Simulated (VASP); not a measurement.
# NaTlS2 (P-4m2) in VASP: a series of runs

NaTlS2 is run at these levels: PBEsol; tasks: single point, relaxation of cell and atoms.

All numbers are computed with VASP 6.6.1; they aren't measurements. Logs are shortened: lines on timing, memory, paths and dates and some standing lists are left out, and cuts for length are marked.

### 1 The cell of the first run

Symmetry: P-4m2, No. 115, tetragonal system. Conventional cell: a = 4.079 Å, b = 4.079 Å, c = 6.644 Å, α = 90.00°, β = 90.00°, γ = 90.00°. Na (site symmetry -4m2) has 4 S at 2.72 Å within 3.6 Å. Within 3.4 Å of S (site symmetry 2mm) lie 2 Tl at 2.54 Å and 2 Na at 2.72 Å. Tl (site symmetry -4m2) has 4 S at 2.54 Å within 3.4 Å.

### 2 Single point, PBEsol

INCAR

```
SYSTEM = NaTlS2
PREC = Accurate ; ENCUT = 520
EDIFF = 1E-6 ; ISMEAR = -1
SIGMA = 0.03 ; LREAL = .FALSE.
LASPH = .TRUE. ; NELM = 80
ALGO = Normal ; ISIF = 2
LWAVE = .FALSE. ; LCHARG = .TRUE.
GGA = PS ; LELF = .TRUE.
LVHAR = .TRUE. ; NBANDS = 24
```

KPOINTS

```
regular mesh
0
G
  6 6 4
  0 0 0
```

POSCAR

```
NaTlS2
1.0
    4.0790810595      0.0000000000      0.0000000000
    0.0000000000      4.0790810595      0.0000000000
    0.0000000000      0.0000000000      6.6442823468
Na S Tl
1 2 1
Direct
    0.0000000000      0.0000000000      0.0000000000
    0.0000000000      0.5000000000      0.2716131412
    0.5000000000      0.0000000000      0.7283868588
    0.5000000000      0.5000000000      0.5000000000
```

Potentials or basis: VASP PAW PBE potentials, release 64 (Na_pv, S, Tl_d).

Command:

```bash
> cat potpaw_PBE.64/Na_pv/POTCAR potpaw_PBE.64/S/POTCAR potpaw_PBE.64/Tl_d/POTCAR > POTCAR
> mpirun -np 1 vasp_std > vasp.out
```

OUTCAR:

```text
SYSTEM = NaTlS2
   PREC = Accurate
   ENCUT = 520
   EDIFF = 1E-6
   ISMEAR = -1
   LREAL = .FALSE.
   LASPH = .TRUE.
   NELM = 80
   ISIF = 2
   GGA = PS

 ion  position               nearest neighbor table
   1  0.000  0.000  0.000-   2 2.72   3 2.72   2 2.72   3 2.72
   2  0.000  0.500  0.272-   4 2.54   4 2.54   1 2.72   1 2.72
   3  0.500  0.000  0.728-   4 2.54   4 2.54   1 2.72   1 2.72
   4  0.500  0.500  0.500-   2 2.54   3 2.54   3 2.54   2 2.54

  LATTYP: Found a simple tetragonal cell.
 ALAT       =     4.0790810595
 C/A-ratio  =     1.6288674458

  Lattice vectors:

 A1 = (   4.0790810595,   0.0000000000,   0.0000000000)
 A2 = (   0.0000000000,   4.0790810595,   0.0000000000)
 A3 = (   0.0000000000,   0.0000000000,   6.6442823468)

Analysis of symmetry for initial positions (statically):
=====================================================================
 Subroutine PRICEL returns:
 Original cell was already a primitive cell.

 Routine SETGRP: Setting up the symmetry group for a
 simple tetragonal supercell.

 Subroutine GETGRP returns: Found  8 space group operations
 (whereof  8 operations were pure point group operations)
 out of a pool of 16 trial point group operations.

The static configuration has the point symmetry D_2d.

Analysis of symmetry for dynamics (positions and initial velocities):
=====================================================================
 Subroutine PRICEL returns:
 Original cell was already a primitive cell.

 Routine SETGRP: Setting up the symmetry group for a
 simple tetragonal supercell.

 Subroutine GETGRP returns: Found  8 space group operations
 (whereof  8 operations were pure point group operations)
 out of a pool of 16 trial point group operations.

The dynamic configuration has the point symmetry D_2d.

 Subroutine INISYM returns: Found  8 space group operations
 (whereof  8 operations are pure point group operations),
 and found     1 'primitive' translations

----------------------------------------------------------------------------------------

                                     Primitive cell

  volume of cell :     110.5536

  direct lattice vectors                    reciprocal lattice vectors
     4.079081059  0.000000000  0.000000000     0.245153255  0.000000000  0.000000000
     0.000000000  4.079081059  0.000000000     0.000000000  0.245153255  0.000000000
     0.000000000  0.000000000  6.644282347     0.000000000  0.000000000  0.150505344

  length of vectors
     4.079081059  4.079081059  6.644282347     0.245153255  0.245153255  0.150505344

  position of ions in fractional coordinates (direct lattice)
     0.000000000  0.000000000  0.000000000
     0.000000000  0.500000000  0.271613141
     0.500000000  0.000000000  0.728386859
     0.500000000  0.500000000  0.500000000

  ion indices of the primitive-cell ions
   primitive index   ion index
                 1           1
                 2           2
                 3           3
                 4           4

----------------------------------------------------------------------------------------

 KPOINTS: regular mesh

Automatic generation of k-mesh.
 Grid dimensions read from file:
 generate k-points for:    6    6    4

 Generating k-lattice:

  Cartesian coordinates                     Fractional coordinates (reciprocal lattice)
     0.040858876  0.000000000  0.000000000     0.166666667  0.000000000  0.000000000
     0.000000000  0.040858876  0.000000000     0.000000000  0.166666667  0.000000000
     0.000000000  0.000000000  0.037626336     0.000000000  0.000000000  0.250000000

  Length of vectors
     0.040858876  0.040858876  0.037626336

  Shift w.r.t. Gamma in fractional coordinates (k-lattice)
     0.000000000  0.000000000  0.000000000

 Subroutine IBZKPT returns following result:
 ===========================================

 Found     30 irreducible k-points:

 Following reciprocal coordinates:
            Coordinates               Weight
  0.000000  0.000000  0.000000      1.000000
  0.166667  0.000000  0.000000      4.000000
  0.333333  0.000000  0.000000      4.000000
  0.500000  0.000000  0.000000      2.000000
  0.166667  0.166667  0.000000      4.000000
  0.333333  0.166667  0.000000      8.000000
[... 16 lines left out ...]
  0.333333  0.000000  0.500000      4.000000
  0.500000  0.000000  0.500000      2.000000
 [... further k-points ...]
   k-points           NKPTS =     30   k-points in BZ     NKDIM =     30   number of bands    NBANDS=     24
   number of dos      NEDOS =    301   number of ions     NIONS =      4
   total plane-waves  NPLWV =  45000
   dimension x,y,z NGX =    30 NGY =   30 NGZ =   50
   dimension x,y,z NGXF=    60 NGYF=   60 NGZF=  100
   ions per type =               1   2   1
   NGX,Y,Z   is equivalent  to a cutoff of  12.23, 12.23, 12.51 a.u.
   NGXF,Y,Z  is equivalent  to a cutoff of  24.45, 24.45, 25.02 a.u.
 SYSTEM =  NaTlS2
   PREC   = accura    normal or accurate (medium, high low for compatibility)
   ISTART =      0    job   : 0-new  1-cont  2-samecut
   ICHARG =      2    charge: 1-file 2-atom 10-const
   ISPIN  =      1    spin polarized calculation?
   LNONCOLLINEAR =      F non collinear calculations
   LSORBIT =      F    spin-orbit coupling
   LASPH  =      T    aspherical Exc in radial PAW
   ENCUT  =  520.0 eV  38.22 Ry    6.18 a.u.   7.58  7.58 12.35*2*pi/ulx,y,z
   NELM   =     80;   NELMIN=  2; NELMDL= -5     # of ELM steps
   EDIFF  = 0.1E-05   stopping-criterion for ELM
   LREAL  =      F    real-space projection
   EDIFFG = 0.1E-04   stopping-criterion for IOM
   NSW    =      0    number of steps for IOM
   IBRION =     -1    ionic relax: 0-MD 1-quasi-New 2-CG
   NFREE  =      0    steps in history (QN), initial steepest desc. (CG)
   ISIF   =      2    stress and relaxation
   ISYM   =      2    0-nonsym 1-usesym 2-fastsym
   POTIM  = 0.5000    time-step for ionic-motion
   TEBEG  =    0.0;   TEEND  =   0.0 temperature during run
   PSTRESS=    0.0 pullay stress
   NELECT =      32.0000    total number of electrons
   NUPDOWN=      -1.0000    fix difference up-down
   EMIN   =  10.00;   EMAX   =-10.00  energy-range for DOS
   EFERMI =   0.00;   METHOD = LEGACY
   ISMEAR =    -1;   SIGMA  =   0.03  broadening in eV -4-tet -1-fermi 0-gaus
   EFERMI_NEDOS =   21; number of points for ismear=-14 and -15
   IALGO  =     38    algorithm
   IMIX   =      4    mixing-type and parameters
     AMIX     =   0.40;   BMIX     =  1.00
     AMIX_MAG =   1.60;   BMIX_MAG =  1.00
  volume/ion in A,a.u.               =      27.64       186.51
  Fermi-wavevector in a.u.,A,eV,Ry     =   1.082930  2.046442 15.956075  1.172738
  Thomas-Fermi vector in A             =   2.218984
   LORBIT       =      0    0 simple, 1 ext, 2 COOP (PROOUT), +10 PAW based schemes
   GGA     = PS    functional components
   LHFCALC =     F    Hartree Fock is set to
   AEXX    =    0.0000 exact exchange contribution
   IVDW    =     0    specifies the selected vdW correction
   LEPSILON=     F    determine dielectric tensor
   LRPA    =     F    only Hartree local field effects (RPA)
 non-spin polarized calculation
  energy-cutoff  :      520.00
  volume of cell :      110.55
 maximum number of plane-waves:      3003
   NGX = 15   NGY = 15   NGZ = 25

 number of electron      31.9999984 magnetization

 Free energy of the ion-electron system (eV)
  ---------------------------------------------------
  ext. energy  EPLUGINS =         0.00000000
  ---------------------------------------------------
  free energy    TOTEN  =       -14.88691185 eV

  energy without entropy =      -14.88691171  energy(sigma->0) =      -14.88691178

 E-fermi :   1.9067     XC(G=0):  -8.3009

 val. band max:        1.4901705255   @ k =   0.0000   0.0000   0.0000
 cond. band min:       2.2471580278   @ k =   0.0000   0.0000   0.0000
 fundamental gap:      0.7569875024
 Fermi energy:         1.9067128716

 k-point     1 :       0.0000    0.0000    0.0000
  band No.  band energies     occupation
      1     -20.5749      2.00000
      2     -20.5749      2.00000
      3     -20.5269      2.00000
      4     -10.5690      2.00000
      5     -10.4350      2.00000
      6      -9.1056      2.00000
[... 16 lines left out ...]
     23       9.2152      0.00000
     24      11.3853      0.00000

 k-point     2 :       0.1667    0.0000    0.0000
  band No.  band energies     occupation
      1     -20.5777      2.00000
      2     -20.5747      2.00000
      3     -20.5263      2.00000
      4     -10.5289      2.00000
      5     -10.4290      2.00000
      6      -9.1029      2.00000
[... 16 lines left out ...]
     23       9.2096      0.00000
     24      11.5075      0.00000

 k-point     3 :       0.3333    0.0000    0.0000
  band No.  band energies     occupation
      1     -20.5833      2.00000
      2     -20.5743      2.00000
      3     -20.5251      2.00000
      4     -10.4732      2.00000
      5     -10.4119      2.00000
      6      -9.0975      2.00000
[... 16 lines left out ...]
     23       9.1771      0.00000
     24      11.2737      0.00000

 k-point     4 :       0.5000    0.0000    0.0000
  band No.  band energies     occupation
      1     -20.5861      2.00000
      2     -20.5741      2.00000
      3     -20.5245      2.00000
      4     -10.4653      2.00000
      5     -10.3922      2.00000
      6      -9.0947      2.00000
[... 16 lines left out ...]
     23       9.0400      0.00000
     24      10.8964      0.00000

 k-point     5 :       0.1667    0.1667    0.0000
  band No.  band energies     occupation
      1     -20.5775      2.00000
      2     -20.5775      2.00000
      3     -20.5257      2.00000
      4     -10.4943      2.00000
      5     -10.4220      2.00000
      6      -9.1006      2.00000
[... 451 lines left out ...]
 k-point    22 :       0.1667    0.0000    0.5000
  band No.  band energies     occupation
      1     -20.5777      2.00000
      2     -20.5747      2.00000
      3     -20.5263      2.00000
      4     -10.4764      2.00000
      5     -10.4597      2.00000
      6      -9.1032      2.00000
[... 16 lines left out ...]
     23       9.0687      0.00000
     24      10.0973      0.00000

 k-point    23 :       0.3333    0.0000    0.5000
  band No.  band energies     occupation
      1     -20.5833      2.00000
      2     -20.5743      2.00000
      3     -20.5251      2.00000
      4     -10.4674      2.00000
      5     -10.4113      2.00000
      6      -9.0977      2.00000
[... 16 lines left out ...]
     23       9.0342      0.00000
     24      10.8148      0.00000

 k-point    24 :       0.5000    0.0000    0.5000
  band No.  band energies     occupation
      1     -20.5860      2.00000
      2     -20.5741      2.00000
      3     -20.5246      2.00000
      4     -10.4687      2.00000
      5     -10.3896      2.00000
      6      -9.0950      2.00000
[... 16 lines left out ...]
     23       9.2728      0.00000
     24      10.5472      0.00000

 [... further k-points ...]

------------------------ aborting loop because EDIFF is reached ----------------------------------------

  FORCE on cell =-STRESS in cart. coord.  units (eV):
  Direction    XX          YY          ZZ          XY          YZ          ZX
  --------------------------------------------------------------------------------------
  -------------------------------------------------------------------------------------
  Total       -0.0198334     -0.0198334     -0.0088057      0.0000000      0.0000000      0.0000000
  in kB       -0.2874325     -0.2874325     -0.1276148      0.0000000      0.0000000      0.0000000
  external PRESSURE =      -0.2341599 kB  Pullay stress =       0.0000000 kB

 VOLUME and BASIS-vectors are now :
 -----------------------------------------------------------------------------
  energy-cutoff  :      520.00
  volume of cell :      110.55
      direct lattice vectors                 reciprocal lattice vectors
     4.079081059  0.000000000  0.000000000     0.245153255  0.000000000  0.000000000
     0.000000000  4.079081059  0.000000000     0.000000000  0.245153255  0.000000000
     0.000000000  0.000000000  6.644282347     0.000000000  0.000000000  0.150505344

 POSITION                                       TOTAL-FORCE (eV/Angst)
 -----------------------------------------------------------------------------------
      0.00000      0.00000      0.00000        -0.000000      0.000000      0.000000
      0.00000      2.03954      1.80467         0.000000      0.000000      0.011419
      2.03954      0.00000      4.83961         0.000000      0.000000     -0.011419
      2.03954      2.03954      3.32214         0.000000     -0.000000      0.000000
 -----------------------------------------------------------------------------------
    total drift:                                0.000000      0.000000      0.000000

  FREE ENERGIE OF THE ION-ELECTRON SYSTEM (eV)
  ---------------------------------------------------
  free  energy   TOTEN  =       -14.8869118492 eV

  energy  without entropy=      -14.8869117106  energy(sigma->0) =      -14.88691178
```

Wall time 2.1 min (1 thread of Intel Xeon Platinum 8259CL at 2.50GHz (Skylake/Cascade Lake), shared host); peak memory 0.24 GiB.

What came out:

```
Free energy            : -14.8869 eV
Pressure               : 0.0 GPa
Largest force          : 0.011 eV/Å
Band gap on the k mesh : 0.76 eV
```

Forces in eV/Å, atoms in the order of the input:
```
Na   0.000  0.000  0.000
S    0.000  0.000  0.011
S    0.000  0.000 -0.011
Tl   0.000  0.000  0.000
```

Levels at points of the mesh, in eV from the valence-band top:
| k point | band 13 | band 14 | band 15 | band 16 | band 17 | band 18 | band 19 | band 20 |
| --- | --- | --- | --- | --- | --- | --- | --- | --- |
| (0.00, 0.00, 0.00) | -1.41 | -0.45 | 0.00 | 0.00 | 0.76 | 3.47 | 5.35 | 6.87 |
| (0.50, 0.00, 0.00) | -1.60 | -1.31 | -0.95 | -0.06 | 2.19 | 5.78 | 5.79 | 6.40 |
| (0.50, 0.50, 0.00) | -1.73 | -1.73 | -1.58 | -0.94 | 2.38 | 3.91 | 3.91 | 6.77 |
| (0.00, 0.00, 0.50) | -1.35 | -1.32 | -0.11 | -0.11 | 1.90 | 3.47 | 5.81 | 6.40 |
| (0.50, 0.00, 0.50) | -1.13 | -0.93 | -0.74 | -0.06 | 1.47 | 4.95 | 6.19 | 6.46 |
| (0.50, 0.50, 0.50) | -1.82 | -1.82 | -1.30 | -1.28 | 3.11 | 4.85 | 4.85 | 6.87 |

Caveat: the PAW data sets were made with another functional, which shifts forces and pressure a little; spin-orbit coupling is left out, which moves the levels of the heavy elements.

### 3 Relaxation of cell and atoms, PBEsol

This run uses another cell than the first one, of 23.70 Å³/atom.

INCAR

```
PREC = Accurate
ENCUT = 600
EDIFF = 1E-7
ISMEAR = -1
SIGMA = 0.03
LREAL = F
LASPH = T
NELM = 100
ALGO = Normal
ISIF = 3
LWAVE = F
LCHARG = F
GGA = PS
IBRION = 2
NSW = 100
EDIFFG = -0.01
```

KPOINTS

```
Automatic mesh
0
Gamma
  6 6 4
```

POSCAR

```
NaTlS2
1.0
    4.0621521398      0.0000000000      0.0000000000
    0.0000000000      4.0621521398      0.0000000000
    0.0000000000      0.0000000000      5.7447506485
Na S Tl
1 2 1
Direct
    0.0000000000      0.0000000000      0.0000000000
    0.0000000000      0.5000000000      0.2500000000
    0.5000000000      0.0000000000      0.7500000000
    0.5000000000      0.5000000000      0.5000000000
```

Potentials or basis: VASP PAW PBE potentials, release 64 (Na_pv, S, Tl_d).

Command:

```bash
> cat potpaw_PBE.64/Na_pv/POTCAR potpaw_PBE.64/S/POTCAR potpaw_PBE.64/Tl_d/POTCAR > POTCAR
> mpirun -np 1 vasp_std > vasp.out
```

It took 13 min on 1 thread of Intel Xeon Platinum 8259CL at 2.50GHz (Skylake/Cascade Lake), shared host; peak memory 0.26 GiB.

It converged, with:

```yaml
Free_energy: -14.8836 eV
Relaxed_volume: 27.63 Å³/atom
Relaxed_cell: a = 4.073 Å, b = 4.073 Å, c = 6.660 Å, α = 90.00°, β = 90.00°, γ = 90.00°
Space_group_after_relaxing_to_0.1_Å: P-4m2 (No. 115)
Energy_gained_by_relaxing: 102.8 meV/atom
Ionic_steps: 16
Pressure_after_relaxing: 0.0 GPa
Band_gap_on_the_k_mesh: 0.76 eV
```

Stress tensor (GPa, compression positive):
```
 0.04  0.00  0.00
 0.00  0.04  0.00
 0.00  0.00 -0.04
```

The path:
```tsv
step	energy change (eV)	largest force (eV/Å)	pressure (GPa)	volume (Å³)
1	0.0000	0.3114	7.19	94.79
2	-0.2800	0.6638	-0.73	110.14
3	-0.2821	0.6404	-0.22	108.68
4	-0.3227	0.4440	-0.16	109.17
5	-0.3708	0.0190	0.15	110.25
6	-0.3731	0.1591	0.28	110.56
7	-0.3906	0.1177	-0.22	112.01
8	-0.3976	0.0480	-0.94	114.24
9	-0.3983	0.0672	-0.76	113.66
10	-0.4092	0.1185	0.01	111.17
11	-0.4092	0.1199	0.03	111.11
12	-0.4107	0.0354	-0.10	111.06
13	-0.4108	0.0074	-0.14	111.04
14	-0.4111	0.0084	0.08	110.32
15	-0.4111	0.0081	0.03	110.48
16	-0.4112	0.0006	0.01	110.51
```

Final structure:
```
Na S Tl
1.0
     4.07348    0.00000    0.00000
     0.00000    4.07348    0.00000
     0.00000    0.00000    6.65991
Na S Tl
1 2 1
Direct
  0.00000 0.00000 0.00000
  0.00000 0.50000 0.27190
  0.50000 0.00000 0.72810
  0.50000 0.50000 0.50000
```

Levels at points of the mesh, in eV from the valence-band top:
| k point | band 14 | band 15 | band 16 | band 17 | band 18 | band 19 |
| --- | --- | --- | --- | --- | --- | --- |
| (0.00, 0.00, 0.00) | -0.46 | 0.00 | 0.00 | 0.76 | 3.48 | 5.35 |
| (0.50, 0.00, 0.00) | -1.32 | -0.94 | -0.06 | 2.19 | 5.77 | 5.78 |
| (0.50, 0.50, 0.00) | -1.74 | -1.59 | -0.95 | 2.38 | 3.91 | 3.91 |
| (0.00, 0.00, 0.50) | -1.34 | -0.10 | -0.10 | 1.90 | 3.47 | 5.80 |
| (0.50, 0.00, 0.50) | -0.93 | -0.75 | -0.06 | 1.48 | 4.93 | 6.18 |
| (0.50, 0.50, 0.50) | -1.82 | -1.31 | -1.29 | 3.10 | 4.84 | 4.84 |

Caveat: the volume moved by over 15 % at a fixed basis, so the end points are rough; the PAW data sets were made with another functional, which shifts forces and pressure a little; spin-orbit coupling is left out, which moves the levels of the heavy elements.
